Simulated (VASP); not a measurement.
# Si in VASP: further runs

The runs below take Si through single point, with PBE+D3(BJ).

Everything below comes from runs of VASP 6.6.1. Logs are shortened: lines on timing, memory, paths and dates and some standing lists are left out, and cuts for length are marked.

## Step 1: The cell of the first run

The cell holds a slab with vacuum, 4 atoms: a = 3.848 Å, b = 3.848 Å, c = 18.442 Å, α = 90.00°, β = 90.00°, γ = 120.00°.

## Step 2: Single point, PBE+D3(BJ)

INCAR reads:

```
SYSTEM = Si
PREC = Accurate
ENCUT = 520
EDIFF = 1E-7
ISMEAR = 0
SIGMA = 0.1
LREAL = .FALSE.
LASPH = .TRUE.
NELM = 100
ALGO = Normal
ISIF = 2
LWAVE = .FALSE.
LCHARG = .FALSE.
LDIPOL = .TRUE.
IDIPOL = 3
DIPOL = 0.5 0.5 0.389
GGA = PE
IVDW = 12
NBANDS = 16
```

KPOINTS reads:

```
regular mesh
0
G
  9 9 1
  0 0 0
```

POSCAR reads:

```
Si
1.0
    3.8475254764      0.0000000000      0.0000000000
   -1.9237627382      3.3320548043      0.0000000000
    0.0000000000      0.0000000000     18.4415958250
Si
4
Direct
    0.3333333333      0.6666666667      0.2695427207
    0.6666666667      0.3333333333      0.2440135899
    0.0000000000      1.0000000000      0.5336629172
    0.3333333333      0.6666666667      0.5081337863
```

Potentials or basis: VASP PAW PBE potentials, release 64 (Si).

The run is started by

```
> cat potpaw_PBE.64/Si/POTCAR > POTCAR
> mpirun -np 1 vasp_std > vasp.out
```

OUTCAR:

```text
SYSTEM = Si
   PREC = Accurate
   ENCUT = 520
   EDIFF = 1E-7
   ISMEAR = 0
   LREAL = .FALSE.
   LASPH = .TRUE.
   NELM = 100
   ISIF = 2
   GGA = PE
   IVDW = 12
 IVDW          = 12

 ion  position               nearest neighbor table
   1  0.333  0.667  0.270-   2 2.27   2 2.27   2 2.27
   2  0.667  0.333  0.244-   1 2.27   1 2.27   1 2.27
   3  0.000  0.000  0.534-   4 2.27   4 2.27   4 2.27
   4  0.333  0.667  0.508-   3 2.27   3 2.27   3 2.27

  LATTYP: Found a hexagonal cell.
 ALAT       =     3.8475254764
 C/A-ratio  =     4.7931055787

  Lattice vectors:

 A1 = (   3.8475254764,   0.0000000000,   0.0000000000)
 A2 = (  -1.9237627382,   3.3320548043,   0.0000000000)
 A3 = (   0.0000000000,   0.0000000000,  18.4415958250)

Analysis of symmetry for initial positions (statically):
=====================================================================
 Subroutine PRICEL returns:
 Original cell was already a primitive cell.

 Routine SETGRP: Setting up the symmetry group for a
 hexagonal supercell.

 Subroutine GETGRP returns: Found 12 space group operations
 (whereof  6 operations were pure point group operations)
 out of a pool of 24 trial point group operations.

The static configuration has the point symmetry C_3v.
 The point group associated with its full space group is D_3d.

Analysis of symmetry for dynamics (positions and initial velocities):
=====================================================================
 Subroutine PRICEL returns:
 Original cell was already a primitive cell.

 Routine SETGRP: Setting up the symmetry group for a
 hexagonal supercell.

 Subroutine GETGRP returns: Found 12 space group operations
 (whereof  6 operations were pure point group operations)
 out of a pool of 24 trial point group operations.

The dynamic configuration has the point symmetry C_3v.
 The point group associated with its full space group is D_3d.

 Subroutine INISYM returns: Found 12 space group operations
 (whereof  6 operations are pure point group operations),
 and found     1 'primitive' translations

----------------------------------------------------------------------------------------

                                     Primitive cell

  volume of cell :     236.4243

  direct lattice vectors                    reciprocal lattice vectors
     3.847525476  0.000000000  0.000000000     0.259907311  0.150057556  0.000000000
    -1.923762738  3.332054804  0.000000000     0.000000000  0.300115112  0.000000000
     0.000000000  0.000000000 18.441595825     0.000000000  0.000000000  0.054225242

  length of vectors
     3.847525476  3.847525476 18.441595825     0.300115112  0.300115112  0.054225242

  position of ions in fractional coordinates (direct lattice)
     0.333333333  0.666666667  0.269542721
     0.666666667  0.333333333  0.244013590
     0.000000000  0.000000000  0.533662917
     0.333333333  0.666666667  0.508133786

  ion indices of the primitive-cell ions
   primitive index   ion index
                 1           1
                 2           2
                 3           3
                 4           4

----------------------------------------------------------------------------------------

 KPOINTS: regular mesh

Automatic generation of k-mesh.
 Grid dimensions read from file:
 generate k-points for:    9    9    1

 Generating k-lattice:

  Cartesian coordinates                     Fractional coordinates (reciprocal lattice)
     0.028878590  0.016673062  0.000000000     0.111111111  0.000000000  0.000000000
     0.000000000  0.033346124  0.000000000     0.000000000  0.111111111  0.000000000
     0.000000000  0.000000000  0.054225242     0.000000000  0.000000000  1.000000000

  Length of vectors
     0.033346124  0.033346124  0.054225242

  Shift w.r.t. Gamma in fractional coordinates (k-lattice)
     0.000000000  0.000000000  0.000000000

 Subroutine IBZKPT returns following result:
 ===========================================

 Found     12 irreducible k-points:

 Following reciprocal coordinates:
            Coordinates               Weight
  0.000000  0.000000  0.000000      1.000000
  0.111111  0.000000  0.000000      6.000000
  0.222222 -0.000000  0.000000      6.000000
  0.333333  0.000000  0.000000      6.000000
  0.444444 -0.000000  0.000000      6.000000
  0.111111  0.111111  0.000000      6.000000
  0.222222  0.111111  0.000000     12.000000
  0.333333  0.111111  0.000000     12.000000
  0.444444  0.111111  0.000000      6.000000
  0.222222  0.222222  0.000000      6.000000
  0.333333  0.222222  0.000000     12.000000
  0.333333  0.333333  0.000000      2.000000
   k-points           NKPTS =     12   k-points in BZ     NKDIM =     12   number of bands    NBANDS=     16
   number of dos      NEDOS =    301   number of ions     NIONS =      4
   total plane-waves  NPLWV = 126000
   dimension x,y,z NGX =    30 NGY =   30 NGZ =  140
   dimension x,y,z NGXF=    60 NGYF=   60 NGZF=  280
   ions per type =               4
   NGX,Y,Z   is equivalent  to a cutoff of  12.96, 12.96, 12.62 a.u.
   NGXF,Y,Z  is equivalent  to a cutoff of  25.93, 25.93, 25.24 a.u.
 SYSTEM =  Si
   PREC   = accura    normal or accurate (medium, high low for compatibility)
   ISTART =      0    job   : 0-new  1-cont  2-samecut
   ICHARG =      2    charge: 1-file 2-atom 10-const
   ISPIN  =      1    spin polarized calculation?
   LNONCOLLINEAR =      F non collinear calculations
   LSORBIT =      F    spin-orbit coupling
   LASPH  =      T    aspherical Exc in radial PAW
   ENCUT  =  520.0 eV  38.22 Ry    6.18 a.u.   7.15  7.15 34.29*2*pi/ulx,y,z
   NELM   =    100;   NELMIN=  2; NELMDL= -5     # of ELM steps
   EDIFF  = 0.1E-06   stopping-criterion for ELM
   LREAL  =      F    real-space projection
   EDIFFG = 0.1E-05   stopping-criterion for IOM
   NSW    =      0    number of steps for IOM
   IBRION =     -1    ionic relax: 0-MD 1-quasi-New 2-CG
   NFREE  =      0    steps in history (QN), initial steepest desc. (CG)
   ISIF   =      2    stress and relaxation
   ISYM   =      2    0-nonsym 1-usesym 2-fastsym
   POTIM  = 0.5000    time-step for ionic-motion
   TEBEG  =    0.0;   TEEND  =   0.0 temperature during run
   PSTRESS=    0.0 pullay stress
   NELECT =      16.0000    total number of electrons
   NUPDOWN=      -1.0000    fix difference up-down
   EMIN   =  10.00;   EMAX   =-10.00  energy-range for DOS
   EFERMI =   0.00;   METHOD = LEGACY
   ISMEAR =     0;   SIGMA  =   0.10  broadening in eV -4-tet -1-fermi 0-gaus
   EFERMI_NEDOS =   21; number of points for ismear=-14 and -15
   IALGO  =     38    algorithm
   IMIX   =      4    mixing-type and parameters
     AMIX     =   0.40;   BMIX     =  1.00
     AMIX_MAG =   1.60;   BMIX_MAG =  1.00
  volume/ion in A,a.u.               =      59.11       398.87
  Fermi-wavevector in a.u.,A,eV,Ry     =   0.667141  1.260713  6.055637  0.445077
  Thomas-Fermi vector in A             =   1.741657
   LORBIT       =      0    0 simple, 1 ext, 2 COOP (PROOUT), +10 PAW based schemes
   GGA     = PE    functional components
   LHFCALC =     F    Hartree Fock is set to
   AEXX    =    0.0000 exact exchange contribution
   IVDW    =    12    specifies the selected vdW correction
   LEPSILON=     F    determine dielectric tensor
   LRPA    =     F    only Hartree local field effects (RPA)
 non-spin polarized calculation
 Gauss-broadening in eV      SIGMA  =   0.10
  energy-cutoff  :      520.00
  volume of cell :      236.42
 maximum number of plane-waves:      6399
 NGX is ok and might be reduce to    30
   NGX = 15   NGY = 15   NGZ = 69

 dipolmoment           0.000000      0.000000      0.000140 electrons x Angstroem

 number of electron      16.0000002 magnetization

 dipolmoment           0.000000      0.000000     -0.000001 electrons x Angstroem

 Free energy of the ion-electron system (eV)
  ---------------------------------------------------
  ext. energy  EPLUGINS =         0.00000000
  ---------------------------------------------------
  free energy    TOTEN  =       -19.16604137 eV

  energy without entropy =      -19.16325520  energy(sigma->0) =      -19.16464828

 E-fermi :  -0.9946     XC(G=0):  -4.2771

 val. band max:       -0.9946094958   @ k =   0.3333   0.3333   0.0000
 cond. band min:      -0.9946070747   @ k =   0.3333   0.3333   0.0000
 fundamental gap:      0.0000024212
 Fermi energy:        -0.9946082671

 k-point     1 :       0.0000    0.0000    0.0000
  band No.  band energies     occupation
      1     -12.1203      2.00000
      2     -12.0757      2.00000
      3      -4.4576      2.00000
      4      -3.9325      2.00000
      5      -2.1899      2.00000
      6      -2.1899      2.00000
[... 8 lines left out ...]
     15       2.0500      0.00000
     16       2.3773      0.00000

 k-point     2 :       0.1111    0.0000    0.0000
  band No.  band energies     occupation
      1     -11.9747      2.00000
      2     -11.9303      2.00000
      3      -4.3565      2.00000
      4      -3.8648      2.00000
      5      -3.1596      2.00000
      6      -3.1105      2.00000
[... 8 lines left out ...]
     15       2.5702      0.00000
     16       2.5795      0.00000

 k-point     3 :       0.2222   -0.0000    0.0000
  band No.  band energies     occupation
      1     -11.5439      2.00000
      2     -11.5002      2.00000
      3      -5.0400      2.00000
      4      -4.9836      2.00000
      5      -3.7701      2.00000
      6      -3.2953      2.00000
[... 8 lines left out ...]
     15       3.8555      0.00000
     16       3.8805      0.00000
[... 134 lines left out ...]
 k-point    11 :       0.3333    0.2222    0.0000
  band No.  band energies     occupation
      1      -9.6245      2.00000
      2      -9.5890      2.00000
      3      -8.0700      2.00000
      4      -8.0446      2.00000
      5      -5.0528      2.00000
      6      -5.0400      2.00000
[... 8 lines left out ...]
     15       4.6812      0.00000
     16       5.1277      0.00000

 k-point    12 :       0.3333    0.3333    0.0000
  band No.  band energies     occupation
      1      -8.8355      2.00000
      2      -8.8024      2.00000
      3      -8.8024      2.00000
      4      -8.7793      2.00000
      5      -5.4580      2.00000
      6      -5.4580      2.00000
[... 8 lines left out ...]
     15       5.0749      0.00000
     16       5.3115      0.00000

------------------------ aborting loop because EDIFF is reached ----------------------------------------

 vacuum level on the upper side and lower side of the slab       (xc-potential included)        -0.080        -0.076

 Edisp (eV)   -0.91094

 E8    (eV) :    -0.3855

  FORCE on cell =-STRESS in cart. coord.  units (eV):
  Direction    XX          YY          ZZ          XY          YZ          ZX
  --------------------------------------------------------------------------------------
  -------------------------------------------------------------------------------------
  Total      -0.07758    -0.07758    -0.83373     0.00000     0.00000     0.00000
  in kB      -0.52573    -0.52573    -5.64996     0.00000     0.00000     0.00000
  external pressure =       -2.23 kB  Pullay stress =        0.00 kB

 VOLUME and BASIS-vectors are now :
 -----------------------------------------------------------------------------
  energy-cutoff  :      520.00
  volume of cell :      236.42
      direct lattice vectors                 reciprocal lattice vectors
     3.847525476  0.000000000  0.000000000     0.259907311  0.150057556  0.000000000
    -1.923762738  3.332054804  0.000000000     0.000000000  0.300115112  0.000000000
     0.000000000  0.000000000 18.441595825     0.000000000  0.000000000  0.054225242

 POSITION                                       TOTAL-FORCE (eV/Angst)
 -----------------------------------------------------------------------------------
     -0.00000      2.22137      4.97080        -0.000000      0.000000      0.139209
      1.92376      1.11068      4.50000        -0.000000      0.000000      0.036720
      0.00000      0.00000      9.84160         0.000000     -0.000000     -0.036720
     -0.00000      2.22137      9.37080         0.000000     -0.000000     -0.139209
 -----------------------------------------------------------------------------------
    total drift:                                0.000000      0.000000     -0.000004

  FREE ENERGIE OF THE ION-ELECTRON SYSTEM (eV)
  ---------------------------------------------------
  free  energy   TOTEN  =       -20.0769850302 eV

  energy  without entropy=      -20.0741988556  energy(sigma->0) =      -20.07559194

 vacuum level on the upper side and lower side of the slab         3.532         3.538
```

It took 57 s on 1 thread of Intel Xeon 6975P-C (Granite Rapids), shared host; peak memory 0.35 GiB.

What came out:

| Item | Value |
| --- | --- |
| Free energy | -20.0770 eV |
| Largest force | 0.139 eV/Å |
| Band gap on the k mesh | zero (filled and empty bands touch) |
| Dispersion energy per atom | -0.228 eV |

Forces in eV/Å, atoms in the order of the input:
```
Si   0.000  0.000  0.139
Si   0.000  0.000  0.037
Si   0.000  0.000 -0.037
Si   0.000  0.000 -0.139
```

## Step 3: Single point, PBE+D3(BJ)

INCAR reads:

```
ALGO = Normal
DIPOL = 0.5 0.5 0.389
EDIFF = 1E-6
ENCUT = 520
GGA = PE
IDIPOL = 3
ISIF = 2
ISMEAR = 0
IVDW = 12
LASPH = T
LCHARG = F
LDIPOL = T
LREAL = F
LWAVE = F
NBANDS = 16
NELM = 100
PREC = Accurate
SIGMA = 0.1
```

KPOINTS reads:

```
k-points
0
Gamma
  9 9 1
```

Edit POSCAR of step 2 so:

```diff
@@ -10,3 +10,3 @@
     0.6666666667      0.3333333333      0.2440135899
-    0.0000000000      1.0000000000      0.5336629172
-    0.3333333333      0.6666666667      0.5081337863
+    0.3333333333      1.6666666667      0.5336629172
+    0.6666666667      1.3333333333      0.5081337863
```

Potentials or basis: VASP PAW PBE potentials, release 64 (Si).

The run is started by

```
> cat potpaw_PBE.64/Si/POTCAR > POTCAR
> mpirun -np 1 vasp_std > vasp.out
```

It took 55 s on 1 thread of Intel Xeon 6975P-C (Granite Rapids), shared host; peak memory 0.34 GiB.

The run converged. Its results:

| Property | Result |
| --- | --- |
| Free energy | -20.0535 eV |
| Largest force | 0.081 eV/Å |
| Band gap on the k mesh | 0.40 eV, direct |
| Dispersion energy per atom | -0.228 eV |

Forces on the atoms (eV/Å):
```
Si   0.000  0.000  0.081
Si   0.000  0.000  0.036
Si   0.000  0.000 -0.036
Si   0.000  0.000 -0.081
```

Levels at points of the mesh, in eV from the valence-band top:
```csv
k point,band 4,band 5,band 6,band 7,band 8,band 9,band 10,band 11,band 12,band 13
"(0.00, 0.00, 0.00)",-2.74,-1.00,-1.00,-0.98,-0.98,2.22,2.28,2.42,3.23,3.23
```

(Continued in part 2 of 2.)
